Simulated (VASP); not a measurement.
GaAs:

```
Ga As
1.0
     0.00000    2.87182    2.87182
     2.87182    0.00000    2.87182
     2.87182    2.87182    0.00000
Ga As
1 1
Direct
  0.00000 0.00000 0.00000
  0.25000 0.25000 0.25000
```

```yaml
Program: VASP 6.6.1
Task: relaxation of cell and atoms
Functional: PBEsol
Potentials_or_basis: VASP PAW PBE potentials, release 64 (Ga_d, As)
Cutoff: 600 eV
k_mesh: 8 × 8 × 8
Occupations: fermi-dirac, width 0.02 eV
Spin: no spin polarisation
```

At the start: pressure -2.7 GPa; volume 23.68 Å³/atom.

Q: How do energy, volume and symmetry change on relaxing?

A: Over 3 steps the energy falls by 8.7 meV/atom and the volume is 22.69 Å³/atom (-4.2 %); space group F-43m (No. 216, to 0.05 Å).

Step by step:
| step | energy change (eV) | largest force (eV/Å) | pressure (GPa) | volume (Å³) |
| --- | --- | --- | --- | --- |
| 1 | 0.0000 | 0.0000 | -2.69 | 47.37 |
| 2 | -0.0150 | 0.0000 | 1.08 | 44.69 |
| 3 | -0.0173 | 0.0000 | 0.03 | 45.38 |

Final structure:
```xyz
2
Lattice="0.0000 2.8311 2.8311 2.8311 0.0000 2.8311 2.8311 2.8311 0.0000" Properties=species:S:1:pos:R:3 pbc="T T T"
Ga    0.0000    0.0000    0.0000
As    1.4156    1.4156    1.4156
```

Caveat: the PAW data sets were made with another functional, which shifts forces and pressure a little.
